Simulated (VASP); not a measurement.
Wanted: the native input for a VASP 6.6.1 run.

- Task: relaxation of cell and atoms
- Functional: PBE
- Potentials or basis: VASP PAW PBE potentials, release 64 (Ba_sv, Hg, I)
- Cutoff: 600 eV
- k mesh: 2 × 2 × 2
- Occupations: gaussian, width 0.15 eV
- Spin: no spin polarisation
- Dipole correction: no
- Further INCAR settings: ALGO = Normal; EDIFF = 1e-06; IBRION = 2; EDIFFG = -0.08; NSW = 36; ISIF = 3

The structure of BaHgI4 lies in POSCAR:

```
BaHgI4
1.0
    0.0000000000      4.8316127400      4.8316127400
    4.8316127400      0.0000000000      4.8316127400
    4.8316127400      4.8316127400      0.0000000000
Ba Hg I
1 1 4
Direct
    0.0000000000      0.0000000000      0.0000000000
    0.7500000000      0.7500000000      0.7500000000
    0.8706408700      0.3764530400      0.3764530400
    0.3764530400      0.3764530400      0.3764530400
    0.3764530400      0.3764530400      0.8706408700
    0.3764530400      0.8706408700      0.3764530400
```

The cell was generated, and may not be a known phase.

One way to write it, as run:

INCAR

```
  ALGO = Normal
  EDIFF = 1E-6
  EDIFFG = -0.08
  ENCUT = 600
  GGA = PE
  IBRION = 2
  ISIF = 3
  ISMEAR = 0
  LASPH = T
  LCHARG = F
  LREAL = F
  LWAVE = F
  NELM = 80
  NSW = 36
  PREC = Accurate
  SIGMA = 0.15
```

KPOINTS

```
k-points
0
Gamma
  2 2 2
```

Potentials or basis: VASP PAW PBE potentials, release 64 (Ba_sv, Hg, I).

Command:

```console
$ cat potpaw_PBE.64/Ba_sv/POTCAR potpaw_PBE.64/Hg/POTCAR potpaw_PBE.64/I/POTCAR > POTCAR
$ mpirun -np 1 vasp_std > vasp.out
```

It gave:

```json
{
  "Relaxed volume": "43.75 Å³/atom",
  "Relaxed cell": "a = 7.187 Å, b = 7.187 Å, c = 7.187 Å, α = 60.00°, β = 60.00°, γ = 60.00°",
  "Space group after relaxing (to 0.1 Å)": "F-43m (No. 216)",
  "Energy gained by relaxing": "59.7 meV/atom",
  "Ionic steps": "3",
  "Pressure after relaxing": "-0.1 GPa",
  "Largest force after relaxing": "0.041 eV/Å",
  "Band gap on the k mesh": "zero (bands 25 and 26 overlap by 0.23 eV)"
}
```

Caveat: the k points lie up to 0.54 Å⁻¹ apart in the final cell; the volume moved by over 15 % at a fixed basis, so the end points are rough; spin-orbit coupling is left out, which moves the levels of the heavy elements; the relaxation stopped at a loose force limit of 0.08 eV/Å, so its end isn't a converged minimum.

It took 110 s on 1 thread of AMD EPYC 7R43 64-Core Processor (Zen 3), on a shared host, peak memory 0.41 GiB.
